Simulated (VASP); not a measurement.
CsSb2:

```xyz
6
Lattice="4.9692 0.0000 0.0000 0.0000 4.9692 0.0000 0.0000 0.0000 7.5819" Properties=species:S:1:pos:R:3 pbc="T T T"
Cs    0.0000    2.4846    5.3074
Cs    2.4846    0.0000    2.2746
Sb    0.0000    0.0000    0.0000
Sb    2.4846    2.4846    0.0000
Sb    0.0000    2.4846    2.0471
Sb    2.4846    0.0000    5.5348
```

```yaml
Program: VASP 6.6.1
Task: relaxation of cell and atoms
Functional: PBE
Potentials_or_basis: VASP PAW PBE potentials, release 64 (Cs_sv, Sb)
Cutoff: 600 eV
k_mesh: 4 × 4 × 2
Occupations: gaussian, width 0.1 eV
Spin: no spin polarisation
```

At the start: pressure 9.8 GPa; volume 31.20 Å³/atom.

Q: How do energy, volume and symmetry change on relaxing?

A: Over 22 steps the energy falls by 682.5 meV/atom and the volume is 45.19 Å³/atom (+44.8 %); space group P4/nmm (No. 129, to 0.1 Å) before and after.

Step by step:
```tsv
step	energy change (eV)	largest force (eV/Å)	pressure (GPa)	volume (Å³)
1	0.0000	1.2453	9.75	187.22
2	-1.5158	1.5199	-0.18	243.53
3	-1.5196	1.5359	-0.48	247.24
4	-1.7687	1.5633	-0.38	248.07
5	-2.5500	1.7046	0.08	250.56
6	-3.8506	0.5524	1.16	255.50
7	-1.4584	3.3044	6.54	265.23
8	-3.9453	0.5099	1.85	257.25
9	-4.0295	0.2685	-0.31	283.62
10	-4.0476	0.2806	0.27	275.44
11	-4.0698	0.1752	0.04	276.79
12	-4.0732	0.1314	-0.07	277.49
13	-4.0733	0.1244	-0.09	277.61
14	-4.0760	0.1203	-0.01	276.24
15	-4.0791	0.1064	0.25	272.35
16	-4.0801	0.0998	0.24	272.27
17	-4.0829	0.0814	0.21	272.03
18	-4.0874	0.0445	0.14	271.54
19	-4.0912	0.0297	0.02	270.56
20	-4.0929	0.0235	-0.02	270.71
21	-4.0948	0.0093	-0.10	271.03
22	-4.0948	0.0099	-0.12	271.11
```

Final structure:
```xyz
6
Lattice="5.7659 0.0000 0.0000 0.0000 5.7659 0.0000 0.0000 0.0000 8.1549" Properties=species:S:1:pos:R:3 pbc="T T T"
Cs    5.7659    2.8830    5.4225
Cs    2.8830    5.7659    2.7323
Sb    5.7659    0.0000    0.0000
Sb    2.8830    2.8830    0.0000
Sb    5.7659    2.8830    1.1572
Sb    2.8830    0.0000    6.9977
```

Caveat: the k points lie up to 0.39 Å⁻¹ apart in the final cell, too coarse for converged energies and pressures of a metal; the volume moved by over 15 % at a fixed basis, so the end points are rough.
